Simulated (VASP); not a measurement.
# K2SiB2 (Cmmm) in VASP: further runs

The runs below take K2SiB2 through relaxation of cell and atoms, single point, with PBE.

Everything below comes from runs of VASP 6.6.1. Logs are shortened: lines on timing, memory, paths and dates and some standing lists are left out, and cuts for length are marked.

### Step 1. The cell of the first run

It takes space group Cmmm (No. 65, orthorhombic). Conventional cell: a = 5.929 Å, b = 8.500 Å, c = 4.891 Å, α = 90.00°, β = 90.00°, γ = 90.00°. Within 3.6 Å of K (site symmetry m2m) lie 5 B at 2.54 to 3.53 Å and 2 Si at 2.98 Å and 3 K at 3.08 to 3.42 Å. Within 3.9 Å of Si (site symmetry mmm) lie 6 B at 2.96 to 3.84 Å and 4 K at 2.98 Å. B (site symmetry mmm) has 2 B at 2.45 Å and 2 K at 2.54 Å within 3.2 Å. B (site symmetry mmm) has 2 B at 2.45 Å and 2 Si at 2.96 Å within 3.2 Å.

The cell was built from a structure type or drawn by symmetry, and may not be a known phase.

### Step 2. Relaxation of cell and atoms, PBE

INCAR

```
ALGO = Normal
EDIFF = 1E-7
EDIFFG = -0.04
ENCUT = 600
GGA = PE
IBRION = 2
ISIF = 3
ISMEAR = 0
LASPH = True
LCHARG = False
LREAL = False
LWAVE = False
NELM = 60
NSW = 90
PREC = Accurate
SIGMA = 0.1
```

KPOINTS

```
k-points
0
Gamma
  4 4 4
```

POSCAR

```
K2SiB2
1.0
    2.9646812800     -4.2500627600      0.0000000000
    2.9646812800      4.2500627600      0.0000000000
    0.0000000000      0.0000000000      4.8909365200
K Si B
2 1 2
Direct
    0.2010353400      0.7989646600      0.0000000000
    0.7989646600      0.2010353400      0.0000000000
    0.0000000000      0.0000000000      0.5000000000
    0.5000000000      0.5000000000      0.0000000000
    0.5000000000      0.5000000000      0.5000000000
```

Potentials or basis: VASP PAW PBE potentials, release 64 (K_sv, Si, B).

Launch:

```console
$ cat potpaw_PBE.64/K_sv/POTCAR potpaw_PBE.64/Si/POTCAR potpaw_PBE.64/B/POTCAR > POTCAR
$ mpirun -np 1 vasp_std > vasp.out
```

OUTCAR:

```text
EDIFF = 1E-7
   EDIFFG = -0.04
   ENCUT = 600
   GGA = PE
   IBRION = 2
   ISIF = 3
   ISMEAR = 0
   LASPH = True
   LREAL = False
   NELM = 60
   NSW = 90
   PREC = Accurate

 ion  position               nearest neighbor table
   1  0.201  0.799  0.000-   4 2.54   3 2.98   3 2.98   2 3.08   2 3.08   2 3.42
   2  0.799  0.201  0.000-   4 2.54   3 2.98   3 2.98   1 3.08   1 3.08   1 3.42
   3  0.000  0.000  0.500-   1 2.98   2 2.98   1 2.98   2 2.98
   4  0.500  0.500  0.000-   1 2.54   2 2.54
   5  0.500  0.500  0.500-

  LATTYP: Found a base centered orthorhombic cell.
 ALAT       =     5.9293625600
 B/A-ratio  =     1.4335648114
 C/A-ratio  =     0.8248671709

  Lattice vectors:

 A1 = (   2.9646812800,  -4.2500627600,   0.0000000000)
 A2 = (   2.9646812800,   4.2500627600,   0.0000000000)
 A3 = (   0.0000000000,   0.0000000000,   4.8909365200)

Analysis of symmetry for initial positions (statically):
=====================================================================
 Subroutine PRICEL returns:
 Original cell was already a primitive cell.

 Routine SETGRP: Setting up the symmetry group for a
 base centered orthorhombic supercell.

 Subroutine GETGRP returns: Found  8 space group operations
 (whereof  8 operations were pure point group operations)
 out of a pool of  8 trial point group operations.

The static configuration has the point symmetry D_2h.

Analysis of symmetry for dynamics (positions and initial velocities):
=====================================================================
 Subroutine PRICEL returns:
 Original cell was already a primitive cell.

 Routine SETGRP: Setting up the symmetry group for a
 base centered orthorhombic supercell.

 Subroutine GETGRP returns: Found  8 space group operations
 (whereof  8 operations were pure point group operations)
 out of a pool of  8 trial point group operations.

The dynamic configuration has the point symmetry D_2h.

 Subroutine INISYM returns: Found  8 space group operations
 (whereof  8 operations are pure point group operations),
 and found     1 'primitive' translations

----------------------------------------------------------------------------------------

                                     Primitive cell

  volume of cell :     123.2524

  direct lattice vectors                    reciprocal lattice vectors
     2.964681280 -4.250062760  0.000000000     0.168652193 -0.117645322  0.000000000
     2.964681280  4.250062760  0.000000000     0.168652193  0.117645322  0.000000000
     0.000000000  0.000000000  4.890936520     0.000000000  0.000000000  0.204459820

  length of vectors
     5.181927108  5.181927108  4.890936520     0.205630698  0.205630698  0.204459820

  position of ions in fractional coordinates (direct lattice)
     0.201035340  0.798964660  0.000000000
     0.798964660  0.201035340  0.000000000
     0.000000000  0.000000000  0.500000000
     0.500000000  0.500000000  0.000000000
     0.500000000  0.500000000  0.500000000

  ion indices of the primitive-cell ions
   primitive index   ion index
                 1           1
                 2           2
                 3           3
                 4           4
                 5           5

----------------------------------------------------------------------------------------

 KPOINTS: k-points

Automatic generation of k-mesh.
 Grid dimensions read from file:
 generate k-points for:    4    4    4

 Generating k-lattice:

  Cartesian coordinates                     Fractional coordinates (reciprocal lattice)
     0.042163048 -0.029411330  0.000000000     0.250000000  0.000000000  0.000000000
     0.042163048  0.029411330  0.000000000     0.000000000  0.250000000  0.000000000
     0.000000000  0.000000000  0.051114955     0.000000000  0.000000000  0.250000000

  Length of vectors
     0.051407674  0.051407674  0.051114955

  Shift w.r.t. Gamma in fractional coordinates (k-lattice)
     0.000000000  0.000000000  0.000000000

 Subroutine IBZKPT returns following result:
 ===========================================

 Found     21 irreducible k-points:

 Following reciprocal coordinates:
            Coordinates               Weight
  0.000000  0.000000  0.000000      1.000000
  0.250000  0.000000  0.000000      4.000000
  0.500000  0.000000  0.000000      2.000000
  0.250000  0.250000  0.000000      2.000000
  0.500000  0.250000  0.000000      4.000000
 -0.250000  0.250000  0.000000      2.000000
[... 13 lines left out ...]
 -0.250000  0.250000  0.500000      2.000000
  0.500000  0.500000  0.500000      1.000000
   k-points           NKPTS =     21   k-points in BZ     NKDIM =     21   number of bands    NBANDS=     18
   number of dos      NEDOS =    301   number of ions     NIONS =      5
   total plane-waves  NPLWV =  70560
   dimension x,y,z NGX =    42 NGY =   42 NGZ =   40
   dimension x,y,z NGXF=    84 NGYF=   84 NGZF=   80
   ions per type =               2   1   2
[... 45 lines left out ...]
 Gauss-broadening in eV      SIGMA  =   0.10
  energy-cutoff  :      600.00
  volume of cell :      123.25
 maximum number of plane-waves:      4136
 NGX is ok and might be reduce to    42
   NGX = 21   NGY = 21   NGZ = 19

--------------------------------------- Ionic step        1  -------------------------------------------

 number of electron      28.0000001 magnetization

 Free energy of the ion-electron system (eV)
  ---------------------------------------------------
  ext. energy  EPLUGINS =         0.00000000
  ---------------------------------------------------
  free energy    TOTEN  =       -11.19071437 eV

  energy without entropy =      -11.17423646  energy(sigma->0) =      -11.18247542

------------------------ aborting loop because EDIFF is reached ----------------------------------------

  FORCE on cell =-STRESS in cart. coord.  units (eV):
  Direction    XX          YY          ZZ          XY          YZ          ZX
  --------------------------------------------------------------------------------------
  -------------------------------------------------------------------------------------
  Total       -3.7684516      8.6227629     -5.5344574     -0.0000000      0.0000000      0.0000000
  in kB      -48.9866964    112.0886531    -71.9432829     -0.0000000      0.0000000      0.0000000
  external PRESSURE =      -2.9471087 kB  Pullay stress =       0.0000000 kB
[... 98 lines left out ...]
  FREE ENERGIE OF THE ION-ELECTRON SYSTEM (eV)
  ---------------------------------------------------
  free  energy   TOTEN  =       -15.2744356165 eV

  energy  without entropy=      -15.2563940121  energy(sigma->0) =      -15.26541481

 E-fermi :   6.2095     XC(G=0): -10.3447

 val. band max:        6.2038621487   @ k =   0.2500   0.2500   0.0000
 cond. band min:       6.2453548879   @ k =  -0.2500   0.2500   0.2500
 fundamental gap:      0.0414927392
 Fermi energy:         6.2094853584

 k-point     1 :       0.0000    0.0000    0.0000
  band No.  band energies     occupation
      1     -27.8566      2.00000
      2     -27.3005      2.00000
      3     -11.4997      2.00000
      4     -11.2536      2.00000
      5     -10.1446      2.00000
      6     -10.0787      2.00000
[... 10 lines left out ...]
     17       8.3419      0.00000
     18      10.0099      0.00000
[... 403 lines left out ...]
      2     -25.3160      2.00000
      3     -13.8689      2.00000
      4     -13.3319      2.00000
      5      -9.8009      2.00000
      6      -9.7382      2.00000
[... 10 lines left out ...]
     17       6.8745      0.00000
     18       7.1512      0.00000

 E-fermi :   4.0443     XC(G=0):  -9.1870

 val. band max:        4.0294767371   @ k =   0.5000   0.2500   0.5000
 cond. band min:       4.0769547416   @ k =   0.5000   0.2500   0.5000
 fundamental gap:      0.0474780045
 Fermi energy:         4.0443480598

 k-point     1 :       0.0000    0.0000    0.0000
  band No.  band energies     occupation
      1     -28.7528      2.00000
      2     -28.2594      2.00000
      3     -12.9228      2.00000
      4     -12.3798      2.00000
      5     -11.7525      2.00000
      6     -11.6309      2.00000
[... 10 lines left out ...]
     17       6.5331      0.00000
     18       8.6709      0.00000
[... 403 lines left out ...]
      2     -28.1210      2.00000
      3     -12.8516      2.00000
      4     -12.7361      2.00000
      5     -12.3362      2.00000
      6     -12.1275      2.00000
[... 10 lines left out ...]
     17       4.9978      0.00000
     18       5.7205      0.00000

[... ionic steps 4 to 19 ...]

--------------------------------------- Ionic step       20  -------------------------------------------

 number of electron      28.0000006 magnetization

------------------------ aborting loop because EDIFF is reached ----------------------------------------

  FORCE on cell =-STRESS in cart. coord.  units (eV):
  Direction    XX          YY          ZZ          XY          YZ          ZX
  --------------------------------------------------------------------------------------
  -------------------------------------------------------------------------------------
  Total        0.1713483      0.0391303      0.2896709     -0.0000000      0.0000000      0.0000000
  in kB        2.2764013      0.5198549      3.8483434     -0.0000000      0.0000000      0.0000000
  external PRESSURE =       2.2148665 kB  Pullay stress =       0.0000000 kB
[... 63 lines left out ...]
  energy  without entropy=      -17.4515613564  energy(sigma->0) =      -17.45867618

--------------------------------------- Ionic step       22  -------------------------------------------

 number of electron      28.0000006 magnetization

 Free energy of the ion-electron system (eV)
  ---------------------------------------------------
  ext. energy  EPLUGINS =         0.00000000
  ---------------------------------------------------
  free energy    TOTEN  =       -17.46600029 eV

  energy without entropy =      -17.45177603  energy(sigma->0) =      -17.45888816

 E-fermi :   2.4671     XC(G=0):  -8.0812

 val. band max:        2.4285420776   @ k =  -0.2500   0.2500   0.5000
 cond. band min:       2.5341496886   @ k =   0.0000   0.0000   0.5000
 fundamental gap:      0.1056076110
 Fermi energy:         2.4670804483

 k-point     1 :       0.0000    0.0000    0.0000
  band No.  band energies     occupation
      1     -29.2648      2.00000
      2     -29.2456      2.00000
      3     -12.8716      2.00000
      4     -12.7655      2.00000
      5     -12.7039      2.00000
      6     -12.6639      2.00000
[... 10 lines left out ...]
     17       5.2839      0.00000
     18       6.2774      0.00000
[... 450 lines left out ...]
  FREE ENERGIE OF THE ION-ELECTRON SYSTEM (eV)
  ---------------------------------------------------
  free  energy   TOTEN  =       -17.4660002881 eV

  energy  without entropy=      -17.4517760349  energy(sigma->0) =      -17.45888816

 reached required accuracy - stopping structural energy minimisation
```

Wall time 10 min (1 thread of Intel Xeon 6975P-C (Granite Rapids), shared host); peak memory 0.3 GiB.

Results:

| Item | Value |
| --- | --- |
| Free energy | -17.4660 eV |
| Relaxed volume | 24.22 Å³/atom |
| Relaxed cell | a = 8.691 Å, b = 8.691 Å, c = 3.273 Å, α = 90.00°, β = 90.00°, γ = 150.66° |
| Space group after relaxing (to 0.1 Å) | Cmmm (No. 65) |
| Pressure after relaxing | 0.0 GPa |
| Largest force after relaxing | 0.026 eV/Å |
| Band gap on the k mesh | zero (bands 14 and 15 overlap by 0.45 eV) |

Forces in eV/Å, atoms in the order of the input:
```
K    0.000  0.026  0.000
K    0.000 -0.026  0.000
Si   0.000  0.000  0.000
B    0.000  0.000  0.000
B    0.000  0.000  0.000
```

Final structure:
```
K Si B
1.0
     2.20073   -8.40791    0.00000
     2.20073    8.40791    0.00000
     0.00000    0.00000    3.27270
K Si B
2 1 2
Direct
  0.15577 0.84423 0.00000
  0.84423 0.15577 0.00000
  0.00000 0.00000 0.50000
  0.50000 0.50000 0.00000
  0.50000 0.50000 0.50000
```

Caveat: a cell axis changed by over 15 % at a fixed basis, so the end point is rough.

### Step 3. Relaxation of cell and atoms, PBE

This run uses another cell than the first one, of 23.22 Å³/atom.

INCAR

```
PREC = Accurate
ENCUT = 600
EDIFF = 1E-6
ISMEAR = 0
SIGMA = 0.1
LREAL = F
LASPH = T
NELM = 60
ALGO = Normal
ISIF = 3
LWAVE = F
LCHARG = F
GGA = PE
IBRION = 2
NSW = 90
EDIFFG = -0.04
```

KPOINTS

```
regular mesh
0
Gamma
  4 4 6
```

POSCAR

```
K2SiB2
1.0
    3.1850363214     -5.7854992513      0.0000000000
    3.1850363214      5.7854992513      0.0000000000
    0.0000000000      0.0000000000      3.1501767699
K Si B
2 1 2
Direct
    0.2570353295      0.7429646705      0.0000000000
    0.7429646705      0.2570353295      0.0000000000
    0.0000000000      0.0000000000      0.5000000000
    0.5000000000      0.5000000000      0.0000000000
    0.5000000000      0.5000000000      0.5000000000
```

Potentials or basis: VASP PAW PBE potentials, release 64 (K_sv, Si, B).

Launch:

```console
$ cat potpaw_PBE.64/K_sv/POTCAR potpaw_PBE.64/Si/POTCAR potpaw_PBE.64/B/POTCAR > POTCAR
$ mpirun -np 1 vasp_std > vasp.out
```

It took 4.7 min on 1 thread of Intel Xeon 6975P-C (Granite Rapids), shared host; peak memory 0.33 GiB.

The run converged. Its results:

```
Free energy                           : -17.2545 eV
Relaxed volume                        : 22.15 Å³/atom
Relaxed cell                          : a = 6.466 Å, b = 6.466 Å, c = 3.203 Å, α = 90.00°, β = 90.00°, γ = 124.21°
Space group after relaxing (to 0.1 Å) : Cmmm (No. 65)
Energy gained by relaxing             : 6.6 meV/atom
Ionic steps                           : 10
Pressure after relaxing               : 0.0 GPa
Largest force after relaxing          : 0.007 eV/Å
Band gap on the k mesh                : zero (bands 14 and 15 overlap by 0.44 eV)
```

Forces in eV/Å, atoms in the order of the input:
```
K    0.000  0.007  0.000
K    0.000 -0.007  0.000
Si   0.000  0.000  0.000
B    0.000  0.000  0.000
B    0.000  0.000  0.000
```

Stress tensor (GPa, compression positive):
```
 0.10  0.00  0.00
 0.00  0.14  0.00
 0.00  0.00 -0.10
```

The path:
```
step  energy change (eV)  largest force (eV/Å)  pressure (GPa)  volume (Å³)
   1              0.0000                0.0846            0.47       116.10
   2             -0.0120                0.1155           -0.64       117.24
   3             -0.0130                0.1087           -0.41       116.99
   4             -0.0171                0.0982           -0.34       116.17
   5             -0.0266                0.0673           -0.10       113.71
   6             -0.0287                0.0007            0.52       108.85
   7             -0.0313                0.0353            0.18       111.30
   8             -0.0316                0.0267            0.26       110.66
   9             -0.0312                0.0117           -0.18       110.82
  10             -0.0329                0.0073            0.05       110.74
```

Final structure:
```
K Si B
1.0
     3.02476   -5.71438    0.00000
     3.02476    5.71438    0.00000
     0.00000    0.00000    3.20342
K Si B
2 1 2
Direct
  0.25258 0.74742 0.00000
  0.74742 0.25258 0.00000
  0.00000 0.00000 0.50000
  0.50000 0.50000 0.00000
  0.50000 0.50000 0.50000
```

Levels at points of the mesh, in eV from the Fermi level:
| k point | band 12 | band 13 | band 14 | band 15 | band 16 | band 17 |
| --- | --- | --- | --- | --- | --- | --- |
| (0.00, 0.00, 0.00) | -3.19 | -2.49 | -0.73 | 0.14 | 2.85 | 2.95 |
| (0.50, 0.00, 0.00) | -2.64 | -1.38 | -1.27 | 0.17 | 1.74 | 2.49 |
| (0.50, 0.50, 0.00) | -3.41 | -3.20 | -0.41 | 1.78 | 1.83 | 2.99 |
| (0.00, 0.00, 0.50) | -1.54 | -0.81 | -0.68 | 0.45 | 0.90 | 0.94 |
| (0.50, 0.00, 0.50) | -2.19 | 0.03 | 0.20 | 0.75 | 1.59 | 1.93 |
| (0.50, 0.50, 0.50) | -1.56 | -1.03 | -0.16 | 0.32 | 0.77 | 0.96 |

### Step 4. Single point, PBE

This run uses another cell than the first one, of 22.34 Å³/atom.

INCAR

```
ALGO = Normal ; EDIFF = 1E-6
ENCUT = 520 ; GGA = PE
ISIF = 2 ; ISMEAR = 0
LASPH = T ; LCHARG = F
LREAL = F ; LWAVE = F
NBANDS = 22 ; NELM = 100
PREC = Accurate ; SIGMA = 0.1
```

KPOINTS

```
k-points
0
Gamma
  8 8 12
```

POSCAR

```
K2SiB2
1.0
    3.0562032906     -5.7431260459      0.0000000000
    3.0562032906      5.7431260459      0.0000000000
    0.0000000000      0.0000000000      3.1823987834
K Si B
2 1 2
Direct
    0.2548451248      0.7451548752      0.0000000000
    0.7451548752      0.2548451248      0.0000000000
    0.0000000000      0.0000000000      0.5000000000
    0.5000000000      0.5000000000      0.0000000000
    0.5000000000      0.5000000000      0.5000000000
```

Launch:

```console
$ cat potpaw_PBE.64/K_sv/POTCAR potpaw_PBE.64/Si/POTCAR potpaw_PBE.64/B/POTCAR > POTCAR
$ mpirun -np 1 vasp_std > vasp.out
```

Wall time 2.2 min (1 thread of Intel Xeon 6975P-C (Granite Rapids), shared host); peak memory 0.46 GiB.

Results (log left out):

```
Free energy            : -17.3123 eV
Pressure               : 0.1 GPa
Largest force          : 0.005 eV/Å
Band gap on the k mesh : zero (bands 14 and 15 overlap by 0.83 eV)
```

Forces in eV/Å, atoms in the order of the input:
```
K    0.000  0.005  0.000
K    0.000 -0.005  0.000
Si   0.000  0.000  0.000
B    0.000  0.000  0.000
B    0.000  0.000  0.000
```

Levels at points of the mesh, in eV from the Fermi level:
| k point | band 10 | band 11 | band 12 | band 13 | band 14 | band 15 | band 16 | band 17 | band 18 | band 19 |
| --- | --- | --- | --- | --- | --- | --- | --- | --- | --- | --- |
| (0.00, 0.00, 0.00) | -6.63 | -3.52 | -3.11 | -2.46 | -0.87 | 0.09 | 2.76 | 2.80 | 3.22 | 3.70 |
| (0.50, 0.00, 0.00) | -7.49 | -3.11 | -2.60 | -1.47 | -1.33 | 0.02 | 1.69 | 2.39 | 3.73 | 4.24 |
| (0.50, 0.50, 0.00) | -6.78 | -3.40 | -3.39 | -3.12 | -0.49 | 1.68 | 1.81 | 2.79 | 3.15 | 3.31 |
| (0.00, 0.00, 0.50) | -6.86 | -4.75 | -1.74 | -0.77 | -0.62 | 0.52 | 0.93 | 0.98 | 1.82 | 3.20 |
| (0.50, 0.00, 0.50) | -6.78 | -5.37 | -2.31 | -0.01 | 0.27 | 0.83 | 1.53 | 1.92 | 2.24 | 2.73 |
| (0.50, 0.50, 0.50) | -6.78 | -4.68 | -1.76 | -0.97 | -0.13 | 0.40 | 0.83 | 0.94 | 1.83 | 3.25 |

### Step 5. The runs side by side

```tsv
task	cell	k mesh	cutoff (eV)	gap on the mesh (eV)	pressure (GPa)	relaxed volume (Å³/atom)	largest force (eV/Å)
relaxation of cell and atoms	relaxed from a = 5.182, b = 5.182, c = 4.891 Å, angles 90.0, 90.0, 110.2°, 5 atoms, atomic positions A	4 × 4 × 4	600	none	0.0	24.22	0.03
relaxation of cell and atoms	relaxed from a = 6.604, b = 6.604, c = 3.150 Å, angles 90.0, 90.0, 122.3°, 5 atoms, atomic positions B	4 × 4 × 6	600	none	0.0	22.15	0.01
single point	a = 6.506, b = 6.506, c = 3.182 Å, angles 90.0, 90.0, 124.0°, 5 atoms, atomic positions C	8 × 8 × 12	520	none	0.1	-	-
```

Alike in all rows: level PBE; potentials or basis VASP PAW PBE potentials, release 64 (K_sv, Si, B); no spin polarisation; smearing gaussian 0.1 eV.

Caveats: a cell axis changed by over 15 % at a fixed basis, so the end point is rough (at least some runs).

Total energies depend on the potentials used, so only differences within one code and one set of settings carry meaning.
